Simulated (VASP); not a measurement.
Wanted: the native input for a VASP 6.6.1 run.

```yaml
Task: single point
Functional: PBE
Potentials_or_basis: VASP PAW PBE potentials, release 64 (Na_pv, H)
Cutoff: 520 eV
k_mesh: 10 × 10 × 10
Occupations: fermi-dirac, width 0.02 eV
Spin: no spin polarisation
Dipole_correction: no
Further_INCAR_settings: ALGO = Normal; EDIFF = 1e-06; NBANDS = 11
```

The structure of NaH lies in POSCAR:

```
NaH
1.0
    0.0529051046      2.4504173962      2.4504173962
    2.4504173962      0.0529051046      2.4504173962
    2.4504173962      2.4504173962      0.0529051046
Na H
1 1
Direct
    0.0000000000      0.0000000000      0.0000000000
    0.5000000000      0.5000000000      0.5000000000
```

This cell differs from its parent crystal: strain along [111] +3.3%.

These files were run (other wordings do the same):

INCAR

```
SYSTEM = NaH
ALGO     = Normal         ! electronic algorithm
EDIFF    = 1E-6           ! SCF threshold, eV
ENCUT    = 520            ! plane-wave cutoff, eV
GGA      = PE             ! functional
ISIF     = 2              ! what is computed and relaxed
ISMEAR   = -1             ! smearing method
LASPH    = .TRUE.         ! aspherical terms in the spheres
LCHARG   = .FALSE.        ! write CHGCAR
LREAL    = .FALSE.        ! projectors in reciprocal space
LWAVE    = .FALSE.        ! write WAVECAR
NBANDS   = 11             ! bands
NELM     = 80             ! most SCF steps
PREC     = Accurate       ! precision mode
SIGMA    = 0.02           ! smearing width, eV
```

KPOINTS

```
k-points
0
G
  10 10 10
  0 0 0
```

Potentials or basis: VASP PAW PBE potentials, release 64 (Na_pv, H).

Command:

```sh
$ cat potpaw_PBE.64/Na_pv/POTCAR potpaw_PBE.64/H/POTCAR > POTCAR
$ mpirun -np 1 vasp_std > vasp.out
```

It gave:

```json
{
  "Pressure": "-0.3 GPa",
  "Band gap on the k mesh": "3.56 eV (least direct gap 4.54 eV)"
}
```

Caveat: the cell differs from its parent crystal (strain along [111] +3.3%); the structure was generated, so it needn't be the stable form of NaH.

Run time: 36 s on 1 thread of Intel(R) Xeon(R) Platinum 8488C (Sapphire Rapids), with other jobs on the host, peak memory 0.17 GiB.
